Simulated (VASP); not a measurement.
ZrSe2: relaxation of cell and atoms with r2SCAN+rVV10

The system is ZrSe2.

```xyz
3
Lattice="3.7361 0.0000 0.0000 -1.8681 3.2356 0.0000 0.0000 0.0000 6.0340" Properties=species:S:1:pos:R:3 pbc="T T T"
Zr    0.0000    0.0000    0.0000
Se    0.0000    2.1570    1.5982
Se    1.8681    1.0785    4.4358
```

```yaml
Program: VASP 6.6.1
Task: relaxation of cell and atoms
Functional: r2SCAN
Dispersion: rVV10
Potentials_or_basis: VASP PAW PBE potentials, release 64 (Zr_sv, Se)
Cutoff: 550 eV
k_mesh: 12 × 12 × 4
Occupations: fermi-dirac, width 0.02 eV
Spin: no spin polarisation
Dipole_correction: no
Further_INCAR_settings: ALGO = Normal; EDIFF = 1e-07; IBRION = 2; EDIFFG = -0.005; NSW = 80; ISIF = 3
```

* Relaxed volume: 25.71 Å³/atom
* Relaxed cell: a = 3.792 Å, b = 3.792 Å, c = 6.194 Å, α = 90.00°, β = 90.00°, γ = 120.00°
* Space group after relaxing (to 0.1 Å): P-3m1 (No. 164)
* Energy gained by relaxing: 9.4 meV/atom
* Ionic steps: 11
* Pressure after relaxing: 0.0 GPa
* Largest force after relaxing: 0.003 eV/Å
* Band gap on the k mesh: 0.61 eV (least direct gap 1.35 eV)

Forces in eV/Å, atoms in the order of the input:
```
Zr   0.000  0.000  0.000
Se   0.000  0.000  0.003
Se   0.000  0.000 -0.003
```

Step by step:
```tsv
step	energy change (eV)	largest force (eV/Å)	pressure (GPa)	volume (Å³)
1	0.0000	0.1549	1.67	72.94
2	-0.0094	0.4092	-1.23	75.65
3	-0.0116	0.3335	-0.38	74.81
4	-0.0198	0.1571	-0.04	75.19
5	-0.0211	0.0561	0.15	75.41
6	-0.0240	0.0425	0.09	75.80
7	-0.0282	0.0075	-0.03	76.95
8	-0.0283	0.0032	-0.04	77.13
9	-0.0283	0.0023	-0.04	77.16
10	-0.0283	0.0172	0.11	77.03
11	-0.0283	0.0034	0.00	77.12
```

Final structure:
```
Zr Se
1.0
     3.79182    0.00000    0.00000
    -1.89591    3.28381    0.00000
     0.00000    0.00000    6.19382
Zr Se
1 2
Cartesian
  0.0000 0.0000 0.0000
  0.0000 2.1892 1.5691
  1.8959 1.0946 4.6247
```

Levels at points of the mesh, in eV from the valence-band top:
```
           k point  band 8  band 9  band 10  band 11  band 12  band 13  band 14  band 15  band 16
(0.00, 0.00, 0.00)   -2.77   -2.77    -0.05    -0.05     0.00     1.35     1.35     1.85     4.54
(0.50, 0.00, 0.00)   -3.02   -2.73    -2.57    -2.24    -1.41     0.81     2.87     3.27     5.15
(0.00, 0.00, 0.50)   -2.72   -2.72    -2.16    -0.23    -0.23     1.32     1.32     2.30     4.95
(0.50, 0.00, 0.50)   -3.72   -2.76    -2.61    -1.07    -1.02     0.61     2.86     3.24     4.71
```

Run time: 90 min on 1 thread of AMD EPYC 7R13 Processor (Zen 3), on a shared host, peak memory 0.41 GiB.

Caveat: semilocal functionals underestimate gaps, and a narrow one can read as zero; the PAW data sets were made with another functional, which shifts forces and pressure a little. Zero-point motion and thermal expansion aren't in these numbers.
